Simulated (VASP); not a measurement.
Crystal: Ir.

```
CELL_PARAMETERS angstrom
-1.53641 1.53641 1.53641
1.53641 -1.53641 1.53641
1.53641 1.53641 -1.53641
ATOMIC_POSITIONS crystal
Ir 0.00000 0.00000 0.00000
```

This isn't the form of Ir at room conditions, which is fcc.

- Program: VASP 6.6.1
- Task: relaxation of cell and atoms
- Functional: PBE
- Potentials or basis: VASP PAW PBE potentials, release 64 (Ir)
- Cutoff: 600 eV
- k mesh: 19 × 19 × 19
- Occupations: fermi-dirac, width 0.05 eV
- Spin: no spin polarisation

At the start: pressure 12.9 GPa; volume 14.51 Å³/atom.

Task: How do energy, volume and symmetry change on relaxing?

Result: Over 4 steps the energy falls by 21.8 meV/atom and the volume is 15.07 Å³/atom (+3.9 %); space group Im-3m (No. 229, to 0.1 Å) before and after.

The path:
| step | energy change (eV) | largest force (eV/Å) | pressure (GPa) | volume (Å³) |
| --- | --- | --- | --- | --- |
| 1 | 0.0000 | 0.0000 | 12.95 | 14.51 |
| 2 | 0.1830 | 0.0000 | -28.18 | 17.11 |
| 3 | -0.0217 | 0.0000 | -0.66 | 15.10 |
| 4 | -0.0218 | 0.0000 | -0.05 | 15.07 |

Final structure:
```
CELL_PARAMETERS angstrom
-1.55609 1.55609 1.55609
1.55609 -1.55609 1.55609
1.55609 1.55609 -1.55609
ATOMIC_POSITIONS crystal
Ir 0.00000 0.00000 0.00000
```
